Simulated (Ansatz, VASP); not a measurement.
## Two plane-wave programs on KMnF3

File INCAR:

```
SYSTEM = KMnF3
PREC = Accurate
ENCUT = 600
EDIFF = 1E-6
ISMEAR = -1
SIGMA = 0.05
LREAL = .FALSE.
LASPH = .TRUE.
NELM = 120
ALGO = Normal
ISIF = 2
LWAVE = .FALSE.
LCHARG = .FALSE.
GGA = CA
NBANDS = 30
GGA_COMPAT = .FALSE.
```

Contents of KPOINTS:

```
Automatic mesh
0
G
  5 5 5
  0 0 0
```

Contents of POSCAR:

```
KMnF3
1.0
    4.1869000000      0.0000000000      0.0000000000
    0.0000000000      4.1869000000      0.0000000000
    0.0000000000      0.0000000000      4.1869000000
F K Mn
3 1 1
Direct
    0.5000000000      0.0000000000      0.0000000000
    0.0000000000      0.5000000000      0.0000000000
    0.0000000000      0.0000000000      0.5000000000
    0.5000000000      0.5000000000      0.5000000000
    0.0000000000      0.0000000000      0.0000000000
```

Input for Ansatz:

```yaml
crystal:
  lattice:
    - [4.1869, 0.0, 0.0]
    - [0.0, 4.1869, 0.0]
    - [0.0, 0.0, 4.1869]
  atoms:
    - { symbol: F, position: [0.5, 0.0, 0.0] }
    - { symbol: F, position: [0.0, 0.5, 0.0] }
    - { symbol: F, position: [0.0, 0.0, 0.5] }
    - { symbol: K, position: [0.5, 0.5, 0.5] }
    - { symbol: Mn, position: [0.0, 0.0, 0.0] }
hamiltonian:
  xc: lda
  pseudopotentials: { kind: paw }
basis:
  ecutwfc: 420
kpoints:
  mp_grid: { grid: [5, 5, 5] }
scf:
  occupations: { method: fermi_dirac, width: 0.05 }
  lower_state_search: "off"
  max_iter: 12
output:
  forces: true
  stress: true
```

Alike in both runs: task single point; functional LDA; k mesh 5 × 5 × 5; occupations fermi-dirac, width 0.05 eV; no spin polarisation.

|  | VASP | Ansatz |
| --- | --- | --- |
| version | VASP 6.6.1 | Ansatz 0.2.0 |
| potentials or method | VASP PAW LDA potentials, release 64 (F, K_sv, Mn_pv), cutoff 600 eV | PAW, plane waves, scalar-relativistic |
| valence electrons in the cell | 43 | 45 |

```csv
,VASP,Ansatz,Ansatz less VASP
pressure (GPa),-15.1,-15.2,-0.05
```

LDA's correlation is that of Perdew and Zunger in VASP and of Perdew and Wang (1992) in Ansatz. VASP's potentials hold 43 valence electrons a cell and Ansatz's 45, so a difference there can come from the potentials and not from the codes.
